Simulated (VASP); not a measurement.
Runs of VASP 6.6.1 on TiPd3. The structure is that of space group Pm-3m (No. 221), or close to it. The cells are those of the table. 

```csv
task,cell,cutoff (eV),gap on the mesh (eV),pressure (GPa)
relaxation of cell and atoms,"relaxed from a = 3.820 Å, 4 atoms",600,none,0.0
single point,"a = 3.858 Å, 4 atoms",520,none,-4.0
single point,"a = 3.833 Å, 4 atoms",520,none,0.3
single point,"a = 3.807 Å, 4 atoms",520,none,(a)
```

Alike in all rows: level LDA; potentials or basis VASP PAW LDA potentials, release 64 (Ti_sv, Pd); no spin polarisation; k mesh 12 × 12 × 12; smearing methfessel-paxton 0.1 eV.

Q: Fill in the values left out.

A: (a) 5.2.

Caveats: the cell stands under tension (at least some runs); the cell stands under pressure (at least some runs).

A k mesh can miss the band edges, and the runs leave out spin-orbit coupling on Pd.

A gap of «none» marks levels without a gap at the run's occupations.
